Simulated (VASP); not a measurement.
## Pd: relaxation of cell and atoms with revPBE

The system is Pd.

```xyz
3
Lattice="4.3647 0.0000 0.0000 -2.1823 3.7799 0.0000 0.0000 0.0000 2.6755" Properties=species:S:1:pos:R:3 pbc="T T T"
Pd    0.0000    0.0000    0.0000
Pd    0.0000    2.5199    1.3378
Pd    2.1823    1.2600    1.3378
```

This isn't the form of Pd at room conditions, which is fcc.

| Quantity | Value |
| --- | --- |
| Program | VASP 6.6.1 |
| Task | relaxation of cell and atoms |
| Functional | revPBE |
| Potentials or basis | VASP PAW PBE potentials, release 64 (Pd) |
| Cutoff | 600 eV |
| k mesh | 8 × 8 × 12 |
| Occupations | fermi-dirac, width 0.1 eV |
| Spin | no spin polarisation |
| Dipole correction | no |
| Further INCAR settings | ALGO = Normal; EDIFF = 1e-06; IBRION = 2; EDIFFG = -0.01; NSW = 80; ISIF = 3 |

The relaxed volume is 15.98 Å³/atom. The relaxed cell is a = 4.531 Å, b = 4.531 Å, c = 2.697 Å, α = 90.00°, β = 90.00°, γ = 120.00°. The space group after relaxing (to 0.1 Å) is P6/mmm (No. 191). The energy gained by relaxing is 63.1 meV/atom and the ionic steps are 9. The pressure after relaxing is 0.0 GPa and the band gap on the k mesh is zero (bands 15 and 16 overlap by 0.87 eV).

The path:
```tsv
step	energy change (eV)	largest force (eV/Å)	pressure (GPa)	volume (Å³)
1	0.0000	0.0000	15.41	44.14
2	0.0588	0.0000	-11.88	53.79
3	-0.1852	0.0000	-0.66	48.20
4	-0.1853	0.0000	-0.43	48.12
5	-0.1853	0.0000	-0.19	48.03
6	-0.1891	0.0000	0.22	47.88
7	-0.1891	0.0000	0.23	47.88
8	-0.1892	0.0000	-0.17	48.02
9	-0.1892	0.0000	0.01	47.95
```

Final structure:
```yaml
crystal:
  lattice:
    - [4.53100, 0.00000, 0.00000]
    - [-2.26550, 3.92396, 0.00000]
    - [0.00000, 0.00000, 2.69709]
  atoms:
    - { symbol: Pd, position: [0.00000, 0.00000, 0.00000] }
    - { symbol: Pd, position: [0.33333, 0.66667, 0.50000] }
    - { symbol: Pd, position: [0.66667, 0.33333, 0.50000] }
```

Levels at points of the mesh, in eV from the Fermi level:
```tsv
k point	band 13	band 14	band 15	band 16	band 17	band 18
(0.00, 0.00, 0.00)	-1.32	-1.32	0.09	0.09	7.19	7.19
(0.50, 0.00, 0.00)	-0.35	-0.34	-0.26	-0.05	0.15	1.43
(0.00, 0.00, 0.50)	-0.20	-0.20	0.62	2.29	3.04	9.18
(0.50, 0.00, 0.50)	-0.41	0.09	0.36	2.93	3.14	6.25
```

Run time: 2.1 min on 1 thread of Intel(R) Xeon(R) 6975P-C (Granite Rapids) (shared host), peak memory 0.22 GiB.

Caveat: the PAW data sets were made with another functional, which shifts forces and pressure a little.
